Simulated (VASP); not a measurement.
Input of a VASP 6.6.1 run:

The input POSCAR:

```
Se
1.0
    2.5394014253     -4.3038144891      0.0000000000
    2.5394014253      4.3038144891      0.0000000000
    0.0000000000      0.0000000000      5.0855585242
Se
4
Direct
    0.1525000000      0.8475000000      0.0785000000
    0.6525000000      0.3475000000      0.4215000000
    0.8475000000      0.1525000000      0.9215000000
    0.3475000000      0.6525000000      0.5785000000
```

File INCAR.step1:

```
SYSTEM = Se
PREC = Accurate
ENCUT = 520
ISMEAR = 0
SIGMA = 0.1
LREAL = .False.
LASPH = .True.
NELM = 100
NBANDS = 20
GGA = PE
ALGO = Normal
EDIFF = 1E-4
LWAVE = .True.
LCHARG = .False.
```

Contents of INCAR.step2:

```
SYSTEM = Se
PREC = Accurate
ENCUT = 520
EDIFF = 1E-6
ISMEAR = 0
SIGMA = 0.1
LREAL = .False.
LASPH = .True.
NELM = 100
ALGO = Normal
ISIF = 2
LWAVE = .False.
LCHARG = .False.
METAGGA = R2SCAN
LMIXTAU = .True.
NBANDS = 20
ISTART = 1
```

File KPOINTS:

```
Automatic mesh
0
Gamma
  4 4 4
  0 0 0
```

Potentials or basis: VASP PAW PBE potentials, release 64 (Se).

Launch:

```bash
$ cat potpaw_PBE.64/Se/POTCAR > POTCAR
$ cp INCAR.step1 INCAR
$ mpirun -np 1 vasp_std > vasp.out
$ cp INCAR.step2 INCAR
$ mpirun -np 1 vasp_std > vasp.out
```

Task: Predict the pressure.

Result: -6.2 GPa.

Task: What does it give for the band gap on the k mesh?

Result: Zero (bands 12 and 13 overlap by 0.33 eV).

Task: What does it give for the largest force?

Result: 1.059 eV/Å.

Forces on the atoms (eV/Å):
```
Se   0.000  1.055 -0.091
Se   0.000  1.055  0.091
Se   0.000 -1.055  0.091
Se   0.000 -1.055 -0.091
```

Caveat: the cell stands under tension; the PAW data sets were made with another functional, which shifts forces and pressure a little.
